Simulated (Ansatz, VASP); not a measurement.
**W: VASP beside Ansatz**

The input INCAR:

```
PREC = Accurate ; ENCUT = 520
EDIFF = 1E-6 ; ISMEAR = 1
SIGMA = 0.2 ; LREAL = False
LASPH = True ; NELM = 80
ALGO = Normal ; ISIF = 2
LWAVE = False ; LCHARG = True
GGA = CA ; LELF = True
LVHAR = True ; NBANDS = 13
```

File KPOINTS:

```
Automatic mesh
0
Gamma
  14 14 14
```

Contents of POSCAR:

```
W
1.0
   -1.5676867250      1.5676867250      1.5676867250
    1.5676867250     -1.5676867250      1.5676867250
    1.5676867250      1.5676867250     -1.5676867250
W
1
Direct
    0.0000000000      0.0000000000      0.0000000000
```

Input for Ansatz:

```yaml
crystal:
  lattice:
    - [-1.567686725, 1.567686725, 1.567686725]
    - [1.567686725, -1.567686725, 1.567686725]
    - [1.567686725, 1.567686725, -1.567686725]
  atoms:
    - { symbol: W, position: [0.0, 0.0, 0.0] }
hamiltonian:
  xc: lda
  pseudopotentials:
    kind: paw
    azcp:
      W: "pseudopotentials/W.paw.azcp"
basis:
  ecutwfc: 420
  fft_grid_basis: typed
kpoints:
  mp_grid: { grid: [14, 14, 14], shift: [0, 0, 0] }
magnetization:
  spin_polarized: false
scf:
  occupations: { method: methfessel_paxton, width: 0.2 }
  lower_state_search: "off"
output:
  stress: true
```

Alike in both runs: task single point; functional LDA; k mesh 14 × 14 × 14; occupations methfessel-paxton of order 1, width 0.2 eV; no spin polarisation.

```csv
,VASP,Ansatz
version,VASP 6.6.1,Ansatz 0.2.0
potentials or method,"VASP PAW LDA potentials, release 64 (W_sv), cutoff 520 eV","plane waves (420 eV) with PAW, scalar-relativistic"
valence electrons in the cell,14,14
```

```tsv
	VASP	Ansatz	Ansatz less VASP
pressure (GPa)	1.9	0.0	-1.90
```

Ansatz warns that its potentials were made for another functional, while VASP's fit it. LDA's correlation is that of Perdew and Zunger in VASP and of Perdew and Wang (1992) in Ansatz.

Neither program's run includes spin-orbit coupling.
